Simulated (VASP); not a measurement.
Wanted: the native input for a VASP 6.6.1 run.

| Item | Value |
| --- | --- |
| Task | single point |
| Functional | LDA |
| Potentials or basis | VASP PAW LDA potentials, release 64 (Cd, Te) |
| Cutoff | 520 eV |
| k mesh | 10 × 10 × 10 |
| Occupations | gaussian, width 0.02 eV |
| Spin | no spin polarisation |
| Dipole correction | no |
| Further INCAR settings | ALGO = Normal; EDIFF = 1e-07; NBANDS = 16 |

The structure of CdTe lies in POSCAR:

```
CdTe
1.0
    0.0000000000      3.3086866296      3.3086866296
    3.3086866296      0.0000000000      3.3086866296
    3.3086866296      3.3086866296      0.0000000000
Cd Te
1 1
Direct
    0.0000000000      0.0000000000      0.0000000000
    0.2500000000      0.2500000000      0.2500000000
```

The input as run:

INCAR

```
SYSTEM = CdTe
PREC = Accurate
ENCUT = 520
EDIFF = 1E-7
ISMEAR = 0
SIGMA = 0.02
LREAL = .FALSE.
LASPH = .TRUE.
NELM = 80
ALGO = Normal
ISIF = 2
LWAVE = .FALSE.
LCHARG = .FALSE.
GGA = CA
NBANDS = 16
```

KPOINTS

```
Automatic mesh
0
G
  10 10 10
  0 0 0
```

Potentials or basis: VASP PAW LDA potentials, release 64 (Cd, Te).

Launch:

```sh
$ cat potpaw_LDA.64/Cd/POTCAR potpaw_LDA.64/Te/POTCAR > POTCAR
$ mpirun -np 1 vasp_std > vasp.out
```

Results of the run:

```json
{"Pressure": "-3.4 GPa", "Band gap on the k mesh": "0.37 eV, direct"}
```

Caveat: spin-orbit coupling is left out, which moves the levels of the heavy elements.

It took 31 s on 1 thread of Intel(R) Xeon(R) Platinum 8488C (Sapphire Rapids), with other jobs on the host, peak memory 0.2 GiB.
